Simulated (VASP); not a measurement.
Input of a VASP 6.6.1 run:

INCAR

```
SYSTEM = CdTe
  ALGO = Normal
  EDIFF = 1E-6
  ENCUT = 520
  ISIF = 2
  ISMEAR = 0
  LASPH = .TRUE.
  LCHARG = .TRUE.
  LELF = .TRUE.
  LREAL = .FALSE.
  LVHAR = .TRUE.
  LWAVE = .FALSE.
  NBANDS = 16
  NELM = 80
  PREC = Accurate
  SIGMA = 0.05
```

Contents of KPOINTS:

```
k-points
0
G
  8 8 8
  0 0 0
```

Contents of POSCAR:

```
CdTe
1.0
    0.0000000000      3.5636498829      3.1587040267
    3.1587040267      0.0000000000      3.1587040267
    3.1587040267      3.5636498829      0.0000000000
Cd Te
1 1
Direct
    0.0000000000      0.0000000000      0.0000000000
    0.7500000000      0.7500000000      0.7500000000
```

Potentials or basis: VASP PAW LDA potentials, release 64 (Cd, Te).

Launch:

```sh
$ cat potpaw_LDA.64/Cd/POTCAR potpaw_LDA.64/Te/POTCAR > POTCAR
$ mpirun -np 1 vasp_std > vasp.out
```

Task: Estimate the pressure.

Result: -3.0 GPa.

Task: Predict the band gap on the k mesh.

Result: 0.21 eV, direct.

Stress tensor (GPa, compression positive):
```
-1.97  0.00  0.00
 0.00 -4.92  0.00
 0.00  0.00 -1.97
```

Caveat: spin-orbit coupling is left out, which moves the levels of the heavy elements.
